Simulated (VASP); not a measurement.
A run of VASP 6.6.1 is set up as follows.

Contents of INCAR:

```
SYSTEM = CaO
PREC = Accurate
ENCUT = 520
EDIFF = 1E-7
ISMEAR = 0
SIGMA = 0.05
LREAL = .FALSE.
LASPH = .TRUE.
NELM = 80
ALGO = Normal
ISIF = 2
LWAVE = .FALSE.
LCHARG = .FALSE.
GGA = CA
NBANDS = 15
```

Contents of KPOINTS:

```
Automatic mesh
0
G
  8 8 8
  0 0 0
```

POSCAR

```
CaO
1.0
    0.0000000000      2.4122650000      2.4122650000
    2.4122650000      0.0000000000      2.4122650000
    2.4122650000      2.4122650000      0.0000000000
Ca O
1 1
Direct
    0.0000000000      0.0000000000      0.0000000000
    0.5000000000      0.5000000000      0.5000000000
```

Potentials or basis: VASP PAW LDA potentials, release 64 (Ca_sv, O).

Command:

```bash
$ cat potpaw_LDA.64/Ca_sv/POTCAR potpaw_LDA.64/O/POTCAR > POTCAR
$ mpirun -np 1 vasp_std > vasp.out
```

(1) Estimate the band gap on the k mesh.

(2) Predict the pressure.

## Answers

(1) 3.46 eV, indirect (least direct gap 3.84 eV).

(2) -7.3 GPa.

Caveat: the cell differs from its parent crystal (strain -0.015 along x and y, -0.015 along z).
